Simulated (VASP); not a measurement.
LiFeN: single point with PBE

Crystal: LiFeN.

```
Li Fe N
1.0
     3.10060    0.00000    0.00000
    -1.55030    2.68520    0.00000
     0.00000    0.00000    4.14534
Li Fe N
1 1 1
Direct
  0.33333 0.66667 0.00000
  0.66667 0.33333 0.50000
  0.33333 0.66667 0.50000
```

```
Program             : VASP 6.6.1
Task                : single point
Functional          : PBE
Potentials or basis : VASP PAW PBE potentials, release 64 (Li_sv, Fe, N)
Cutoff              : 520 eV
k mesh              : 7 × 7 × 5
Occupations         : gaussian, width 0.2 eV
Spin                : collinear spin, ferromagnetic start
Starting moments    : [0.0, 0.73, 0.0] μB
Fixed moment        : 0.8 μB
```

```
Net moment                                            : 0.80 μB per cell
Site moments                                          : Li -0.00; Fe +0.77; N -0.00 μB
Valence electrons inside the program's atomic spheres : Li 2.09; Fe 7.67; N 3.72
```

Wall time 21 s on 1 thread of Intel(R) Xeon(R) Platinum 8488C (Sapphire Rapids), with other jobs on the host, peak memory 0.17 GiB.

Caveat: the total moment is fixed, so each spin has its own Fermi level; a cell with one magnetic atom can't hold antiferromagnetic order, which such compounds often take.
